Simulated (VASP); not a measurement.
Here is a VASP 6.6.1 calculation.

Contents of INCAR:

```
SYSTEM = Zr
  ALGO = Normal
  EDIFF = 1E-6
  ENCUT = 520
  GGA = CA
  ISIF = 2
  ISMEAR = -1
  LASPH = .TRUE.
  LCHARG = .TRUE.
  LELF = .TRUE.
  LREAL = .FALSE.
  LVHAR = .TRUE.
  LWAVE = .FALSE.
  NBANDS = 12
  NELM = 60
  PREC = Accurate
  SIGMA = 0.1
```

File KPOINTS:

```
k-points
0
G
  13 13 13
  0 0 0
```

POSCAR

```
Zr
1.0
    2.8316694853      0.0000000000      0.0000000000
    0.0000000000      2.8316694853      0.0000000000
    0.0000000000      0.0000000000      2.8316694853
Zr
1
Direct
    0.0000000000      0.0000000000      0.0000000000
```

Potentials or basis: VASP PAW LDA potentials, release 64 (Zr_sv).

Launch:

```console
$ cat potpaw_LDA.64/Zr_sv/POTCAR > POTCAR
$ mpirun -np 1 vasp_std > vasp.out
```

What does it give for the band gap on the k mesh?

Zero (band 6 reaches 9.56 eV, above the bottom of band 7 at 6.83 eV).

What does it give for the pressure?

0.8 GPa.
